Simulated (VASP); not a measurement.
Write the native input for VASP 6.6.1 that does the following.

| Item | Value |
| --- | --- |
| Task | single point |
| Functional | PBE |
| Potentials or basis | VASP PAW PBE potentials, release 64 (Rb_sv) |
| Cutoff | 520 eV |
| k mesh | 9 × 9 × 4 |
| Occupations | gaussian, width 0.05 eV |
| Spin | no spin polarisation |
| Dipole correction | no |
| Further INCAR settings | ALGO = Fast; EDIFF = 1e-06; NBANDS = 16 |

The structure of Rb lies in POSCAR:

```
Rb
1.0
    5.0882069760      0.0000000000      0.0000000000
   -2.5441034880      4.4065165009      0.0000000000
    0.0000000000      0.0000000000      8.4420579800
Rb
2
Direct
    0.3333333300      0.6666666700      0.2500000000
    0.6890681183      0.3546551927      0.7619067612
```

One way to write it, as run:

INCAR

```
ALGO = Fast ; EDIFF = 1E-6
ENCUT = 520 ; GGA = PE
ISIF = 2 ; ISMEAR = 0
LASPH = T ; LCHARG = F
LREAL = F ; LWAVE = F
NBANDS = 16 ; NELM = 100
PREC = Accurate ; SIGMA = 0.05
```

KPOINTS

```
k-points
0
Gamma
  9 9 4
```

Potentials or basis: VASP PAW PBE potentials, release 64 (Rb_sv).

Run with:

```bash
$ cat potpaw_PBE.64/Rb_sv/POTCAR > POTCAR
$ mpirun -np 1 vasp_std > vasp.out
```

It gave:

The pressure is -0.1 GPa and the largest force is 0.025 eV/Å. The band gap on the k mesh is zero (bands 9 and 10 overlap by 2.30 eV).

Run time: 8.5 min on 1 thread of Intel(R) Xeon(R) Platinum 8259CL CPU @ 2.50GHz (Skylake/Cascade Lake), with other jobs on the host, peak memory 0.57 GiB.
